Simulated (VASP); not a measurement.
# In (I4/mmm) in VASP: notebook

The runs below take In through single point, with LDA.

All numbers are computed with VASP 6.6.1; they aren't measurements. Logs are shortened: lines on timing, memory, paths and dates and some standing lists are left out, and cuts for length are marked.

## (1) The cell of the first run

The structure is tetragonal, space group I4/mmm (No. 139). Conventional cell: a = 2.900 Å, b = 2.900 Å, c = 5.138 Å, α = 90.00°, β = 90.00°, γ = 90.00°. In (site symmetry 4/mmm) has 12 In at 2.90 to 3.29 Å within 3.8 Å.

## (2) Single point, LDA (21.61 Å³/atom)

INCAR

```
  ALGO = Fast
  EDIFF = 1E-7
  ENCUT = 520
  GGA = CA
  ISIF = 2
  ISMEAR = 0
  LASPH = True
  LCHARG = False
  LREAL = False
  LWAVE = False
  NBANDS = 12
  NELM = 60
  PREC = Accurate
  SIGMA = 0.15
```

KPOINTS

```
k-points
0
Gamma
  22 22 22
```

POSCAR

```
In
1.0
   -1.4500944914      1.4500944914      2.5689874009
    1.4500944914     -1.4500944914      2.5689874009
    1.4500944914      1.4500944914     -2.5689874009
In
1
Direct
    0.0000000000      0.0000000000      0.0000000000
```

Potentials or basis: VASP PAW LDA potentials, release 64 (In_d).

Launch:

```bash
$ cat potpaw_LDA.64/In_d/POTCAR > POTCAR
$ mpirun -np 1 vasp_std > vasp.out
```

OUTCAR:

```text
EDIFF = 1E-7
   ENCUT = 520
   GGA = CA
   ISIF = 2
   ISMEAR = 0
   LASPH = True
   LREAL = False
   NELM = 60
   PREC = Accurate

 ion  position               nearest neighbor table
   1  0.000  0.000  0.000-

  LATTYP: Found a body centered tetragonal cell.
 ALAT       =     2.9001889828
 C/A-ratio  =     1.7716000000

  Lattice vectors:

 A1 = (  -1.4500944914,   1.4500944914,   2.5689874009)
 A2 = (   1.4500944914,  -1.4500944914,   2.5689874009)
 A3 = (   1.4500944914,   1.4500944914,  -2.5689874009)

Analysis of symmetry for initial positions (statically):
=====================================================================
 Subroutine PRICEL returns:
 Original cell was already a primitive cell.

 Routine SETGRP: Setting up the symmetry group for a
 body centered tetragonal supercell.

 Subroutine GETGRP returns: Found 16 space group operations
 (whereof 16 operations were pure point group operations)
 out of a pool of 16 trial point group operations.

The static configuration has the point symmetry D_4h.

Analysis of symmetry for dynamics (positions and initial velocities):
=====================================================================
 Subroutine PRICEL returns:
 Original cell was already a primitive cell.

 Routine SETGRP: Setting up the symmetry group for a
 body centered tetragonal supercell.

 Subroutine GETGRP returns: Found 16 space group operations
 (whereof 16 operations were pure point group operations)
 out of a pool of 16 trial point group operations.

The dynamic configuration has the point symmetry D_4h.

 Subroutine INISYM returns: Found 16 space group operations
 (whereof 16 operations are pure point group operations),
 and found     1 'primitive' translations

----------------------------------------------------------------------------------------

                                     Primitive cell

  volume of cell :      21.6080

  direct lattice vectors                    reciprocal lattice vectors
    -1.450094491  1.450094491  2.568987401     0.000000000  0.344805116  0.194629215
     1.450094491 -1.450094491  2.568987401     0.344805116  0.000000000  0.194629215
     1.450094491  1.450094491 -2.568987401     0.344805116  0.344805116  0.000000000

  length of vectors
     3.287133148  3.287133148  3.287133148     0.395943303  0.395943303  0.487628072

  position of ions in fractional coordinates (direct lattice)
     0.000000000  0.000000000  0.000000000

[... 83 lines left out ...]
   POTIM  = 0.5000    time-step for ionic-motion
   TEBEG  =    0.0;   TEEND  =   0.0 temperature during run
   PSTRESS=    0.0 pullay stress
   NELECT =      13.0000    total number of electrons
   NUPDOWN=      -1.0000    fix difference up-down
   EMIN   =  10.00;   EMAX   =-10.00  energy-range for DOS
   EFERMI =   0.00;   METHOD = LEGACY
   ISMEAR =     0;   SIGMA  =   0.15  broadening in eV -4-tet -1-fermi 0-gaus
   EFERMI_NEDOS =   21; number of points for ismear=-14 and -15
   IALGO  =     68    algorithm
   IMIX   =      4    mixing-type and parameters
     AMIX     =   0.40;   BMIX     =  1.00
     AMIX_MAG =   1.60;   BMIX_MAG =  1.00
  volume/ion in A,a.u.               =      21.61       145.82
  Fermi-wavevector in a.u.,A,eV,Ry     =   1.382031  2.611660 25.987256  1.910009
  Thomas-Fermi vector in A             =   2.506760
   LORBIT       =      0    0 simple, 1 ext, 2 COOP (PROOUT), +10 PAW based schemes
   GGA     = CA    functional components
   LHFCALC =     F    Hartree Fock is set to
   AEXX    =    0.0000 exact exchange contribution
   IVDW    =     0    specifies the selected vdW correction
   LEPSILON=     F    determine dielectric tensor
   LRPA    =     F    only Hartree local field effects (RPA)
 non-spin polarized calculation
 RMM-DIIS sequential band-by-band and
 Gauss-broadening in eV      SIGMA  =   0.15
  energy-cutoff  :      520.00
  volume of cell :       21.61
 maximum number of plane-waves:       602
   NGX = 13   NGY = 13   NGZ = 13

 number of electron      13.0000005 magnetization

 Free energy of the ion-electron system (eV)
  ---------------------------------------------------
  ext. energy  EPLUGINS =         0.00000000
  ---------------------------------------------------
  free energy    TOTEN  =        -3.12028961 eV

  energy without entropy =       -3.11603589  energy(sigma->0) =       -3.11816275

 E-fermi :   9.6425     XC(G=0): -11.4631

 val. band max:        9.6407107388   @ k =  -0.3636   0.4091   0.3182
 cond. band min:       9.6632286510   @ k =   0.3182   0.2273   0.0455
 fundamental gap:      0.0225179122
 Fermi energy:         9.6424920926

 k-point     1 :       0.0000    0.0000    0.0000
  band No.  band energies     occupation
      1      -5.6458      2.00000
      2      -5.2628      2.00000
      3      -5.0450      2.00000
      4      -5.0450      2.00000
      5      -4.7289      2.00000
      6      -1.3971      2.00000
      7      21.2317      0.00000
      8      21.9648      0.00000
      9      21.9648      0.00000
     10      22.1719      0.00000
     11      23.0671      0.00000
     12      25.3774      0.00000
[... 331 lines left out ...]
 k-point    24 :      -0.4545    0.0455    0.0000
  band No.  band energies     occupation
      1      -5.4549      2.00000
      2      -5.4131      2.00000
      3      -5.0528      2.00000
      4      -4.7923      2.00000
      5      -4.6563      2.00000
      6       3.9991      2.00000
      7       7.0374      2.00000
      8      15.8883      0.00000
      9      20.3469      0.00000
     10      21.8362      0.00000
     11      22.3693      0.00000
     12      26.7050      0.00000

 [... further k-points ...]

------------------------ aborting loop because EDIFF is reached ----------------------------------------

  FORCE on cell =-STRESS in cart. coord.  units (eV):
  Direction    XX          YY          ZZ          XY          YZ          ZX
  --------------------------------------------------------------------------------------
  -------------------------------------------------------------------------------------
  Total        1.5014394      1.5014394      0.9196668      0.0000000     -0.0000000      0.0000000
  in kB      111.3278519    111.3278519     68.1909159      0.0000000     -0.0000000      0.0000000
  external PRESSURE =      96.9488732 kB  Pullay stress =       0.0000000 kB

 VOLUME and BASIS-vectors are now :
 -----------------------------------------------------------------------------
  energy-cutoff  :      520.00
  volume of cell :       21.61
      direct lattice vectors                 reciprocal lattice vectors
    -1.450094491  1.450094491  2.568987401     0.000000000  0.344805116  0.194629215
     1.450094491 -1.450094491  2.568987401     0.344805116  0.000000000  0.194629215
     1.450094491  1.450094491 -2.568987401     0.344805116  0.344805116  0.000000000

 POSITION                                       TOTAL-FORCE (eV/Angst)
 -----------------------------------------------------------------------------------
      0.00000      0.00000      0.00000         0.000000     -0.000000      0.000000
 -----------------------------------------------------------------------------------
    total drift:                               -0.000000      0.000000     -0.000000

  FREE ENERGIE OF THE ION-ELECTRON SYSTEM (eV)
  ---------------------------------------------------
  free  energy   TOTEN  =        -3.1202896128 eV

  energy  without entropy=       -3.1160358900  energy(sigma->0) =       -3.11816275
```

Run time: 5.5 min. Hardware: 1 thread of Intel Xeon 8259CL, shared host; peak memory 0.31 GiB.

Results:

```
Free energy            : -3.1203 eV
Pressure               : 9.7 GPa
Band gap on the k mesh : zero (an odd number of electrons rules out a gap without spin polarisation)
```

Stress tensor (GPa, compression positive):
```
11.13  0.00  0.00
 0.00 11.13  0.00
 0.00  0.00  6.82
```

Levels at points of the mesh, in eV from the Fermi level:
| k point | band 3 | band 4 | band 5 | band 6 | band 7 | band 8 | band 9 | band 10 |
| --- | --- | --- | --- | --- | --- | --- | --- | --- |
| (0.00, 0.00, 0.00) | -14.69 | -14.69 | -14.37 | -11.04 | 11.59 | 12.32 | 12.32 | 12.53 |
| (0.50, 0.00, 0.00) | -14.69 | -14.41 | -14.28 | -4.29 | -4.21 | 6.22 | 10.54 | 12.60 |
| (0.50, 0.50, 0.00) | -14.51 | -14.40 | -14.03 | -1.89 | -0.03 | 2.91 | 4.31 | 7.61 |
| (0.50, 0.50, 0.50) | -14.33 | -14.33 | -14.30 | -4.72 | -4.30 | 6.95 | 6.95 | 10.85 |

Caveat: the cell stands under pressure; spin-orbit coupling is left out, which moves the levels of the heavy elements.

## (3) Single point, LDA (21.61 Å³/atom)

INCAR

```
SYSTEM = In
PREC = Accurate ; ENCUT = 520
EDIFF = 1E-6 ; ISMEAR = 0
SIGMA = 0.15 ; LREAL = .False.
LASPH = .True. ; NELM = 100
ALGO = Fast ; ISIF = 2
LWAVE = .False. ; LCHARG = .False.
NBANDS = 12
```

KPOINTS

```
regular mesh
0
Gamma
  22 22 22
  0 0 0
```

POSCAR

```
In
1.0
   -1.4894639065      1.4894639065      2.4349755943
    1.4894639065     -1.4894639065      2.4349755943
    1.4894639065      1.4894639065     -2.4349755943
In
1
Direct
    0.0000000000      0.0000000000      0.0000000000
```

Potentials or basis: VASP PAW LDA potentials, release 64 (In_d).

Launch:

```bash
$ cat potpaw_LDA.64/In_d/POTCAR > POTCAR
$ mpirun -np 1 vasp_std > vasp.out
```

Run time: 3.1 min. Hardware: 1 thread of Intel Xeon 8259CL, shared host; peak memory 0.31 GiB.

It converged, with:

```yaml
Free_energy: -3.1413 eV
Pressure: 10.2 GPa
Band_gap_on_the_k_mesh: zero (an odd number of electrons rules out a gap without spin polarisation)
```

Stress tensor (GPa, compression positive):
```
10.82  0.00  0.00
 0.00 10.82  0.00
 0.00  0.00  8.98
```

Levels at points of the mesh, in eV from the Fermi level:
```
           k point  band 3  band 4  band 5  band 6  band 7  band 8  band 9  band 10
(0.00, 0.00, 0.00)  -14.75  -14.75  -14.44  -11.03   12.18   12.21   12.21    12.63
(0.50, 0.00, 0.00)  -14.73  -14.39  -14.28   -4.39   -4.25    7.41   11.48    11.76
(0.50, 0.50, 0.00)  -14.40  -14.37  -14.12   -2.27   -0.68    3.37    4.22     7.88
(0.50, 0.50, 0.50)  -14.32  -14.30  -14.30   -3.89   -3.71    6.00    6.00     9.96
```

Caveat: the cell stands under pressure; spin-orbit coupling is left out, which moves the levels of the heavy elements.

## (4) Single point, LDA (21.61 Å³/atom)

INCAR

```
  PREC = Accurate
  ENCUT = 520
  EDIFF = 1E-6
  ISMEAR = 0
  SIGMA = 0.15
  LREAL = F
  LASPH = T
  NELM = 100
  ALGO = Fast
  ISIF = 2
  LWAVE = F
  LCHARG = F
  NBANDS = 12
```

KPOINTS

```
regular mesh
0
Gamma
  22 22 22
```

POSCAR

```
In
1.0
   -1.5095522385      1.5095522385      2.3706000369
    1.5095522385     -1.5095522385      2.3706000369
    1.5095522385      1.5095522385     -2.3706000369
In
1
Direct
    0.0000000000      0.0000000000      0.0000000000
```

Launch:

```bash
$ cat potpaw_LDA.64/In_d/POTCAR > POTCAR
$ mpirun -np 1 vasp_std > vasp.out
```

Wall time 3.1 min (1 thread of Intel Xeon 8259CL, shared host); peak memory 0.31 GiB.

Results (log left out):

* Free energy: -3.1439 eV
* Pressure: 10.0 GPa
* Band gap on the k mesh: zero (an odd number of electrons rules out a gap without spin polarisation)

Stress tensor (GPa, compression positive):
```
 9.97  0.00  0.00
 0.00  9.97  0.00
 0.00  0.00 10.14
```

Levels at points of the mesh, in eV from the Fermi level:
```
           k point  band 2  band 3  band 4  band 5  band 6  band 7  band 8  band 9  band 10  band 11
(0.00, 0.00, 0.00)  -14.84  -14.84  -14.76  -14.52  -11.08   12.01   12.13   12.13    12.45    15.61
(0.50, 0.00, 0.00)  -15.01  -14.81  -14.42  -14.34   -4.48   -4.32    8.01   10.90    11.84    12.37
(0.50, 0.50, 0.00)  -15.19  -14.41  -14.41  -14.21   -2.50   -1.04    3.58    4.17     8.00     8.08
(0.50, 0.50, 0.50)  -15.17  -14.38  -14.34  -14.34   -3.70   -3.24    5.48    5.48     9.49     9.89
```

Caveat: the cell stands under pressure; spin-orbit coupling is left out, which moves the levels of the heavy elements.

## (5) Single point, LDA (21.61 Å³/atom)

INCAR

```
SYSTEM = In
PREC     = Accurate       ! precision mode
ENCUT    = 520            ! plane-wave cutoff, eV
EDIFF    = 1E-6           ! SCF threshold, eV
ISMEAR   = 0              ! smearing method
SIGMA    = 0.15           ! smearing width, eV
LREAL    = .False.        ! projectors in reciprocal space
LASPH    = .True.         ! aspherical terms in the spheres
NELM     = 60             ! most SCF steps
ALGO     = Fast           ! electronic algorithm
ISIF     = 2              ! what is computed and relaxed
LWAVE    = .False.        ! write WAVECAR
LCHARG   = .False.        ! write CHGCAR
NBANDS   = 12             ! bands
```

KPOINTS

```
Automatic mesh
0
Gamma
  22 22 22
  0 0 0
```

POSCAR

```
In
1.0
   -1.4696260693      1.4696260693      2.5011566073
    1.4696260693     -1.4696260693      2.5011566073
    1.4696260693      1.4696260693     -2.5011566073
In
1
Direct
    0.0000000000      0.0000000000      0.0000000000
```

Launch:

```bash
$ cat potpaw_LDA.64/In_d/POTCAR > POTCAR
$ mpirun -np 1 vasp_std > vasp.out
```

Wall time 3.5 min (1 thread of Intel Xeon 8259CL, shared host); peak memory 0.3 GiB.

It converged, with:

| Quantity | Value |
| --- | --- |
| Free energy | -3.1324 eV |
| Pressure | 10.3 GPa |
| Band gap on the k mesh | zero (an odd number of electrons rules out a gap without spin polarisation) |

Stress tensor (GPa, compression positive):
```
11.27  0.00  0.00
 0.00 11.27  0.00
 0.00  0.00  8.27
```

Levels at points of the mesh, in eV from the Fermi level:
| k point | band 2 | band 3 | band 4 | band 5 | band 6 | band 7 | band 8 | band 9 | band 10 | band 11 |
| --- | --- | --- | --- | --- | --- | --- | --- | --- | --- | --- |
| (0.00, 0.00, 0.00) | -14.84 | -14.72 | -14.72 | -14.40 | -11.03 | 12.26 | 12.26 | 12.35 | 12.51 | 13.47 |
| (0.50, 0.00, 0.00) | -15.05 | -14.71 | -14.40 | -14.28 | -4.34 | -4.23 | 6.80 | 11.13 | 12.03 | 12.64 |
| (0.50, 0.50, 0.00) | -15.17 | -14.46 | -14.38 | -14.07 | -2.07 | -0.36 | 3.14 | 4.25 | 7.74 | 7.97 |
| (0.50, 0.50, 0.50) | -15.14 | -14.32 | -14.32 | -14.31 | -4.22 | -4.10 | 6.47 | 6.47 | 10.41 | 11.00 |

Caveat: the cell stands under pressure; spin-orbit coupling is left out, which moves the levels of the heavy elements.

## (6) The runs side by side

```tsv
cell	further INCAR settings	gap on the mesh (eV)	pressure (GPa)
a = 3.287 Å, angles 127.6, 127.6, 77.2°, 1 atom	ALGO = Fast; EDIFF = 1e-07; NBANDS = 12	none	9.7
a = 3.220 Å, angles 124.9, 124.9, 81.7°, 1 atom	ALGO = Fast; EDIFF = 1e-06; NBANDS = 12	none	10.2
a = 3.190 Å, angles 123.5, 123.5, 84.0°, 1 atom	ALGO = Fast; EDIFF = 1e-06; NBANDS = 12	none	10.0
a = 3.252 Å, angles 126.3, 126.3, 79.5°, 1 atom	ALGO = Fast; EDIFF = 1e-06; NBANDS = 12	none	10.3
```

Alike in all rows: task single point; level LDA; potentials or basis VASP PAW LDA potentials, release 64 (In_d); no spin polarisation; k mesh 22 × 22 × 22; cutoff (eV) 520; smearing gaussian 0.15 eV.

Caveats: the cell stands under pressure; spin-orbit coupling is left out, which moves the levels of the heavy elements.

Total energies depend on the potentials used, so only differences within one code and one set of settings carry meaning.

The gap in the log of VASP goes by the Fermi energy; the results here count the filled bands.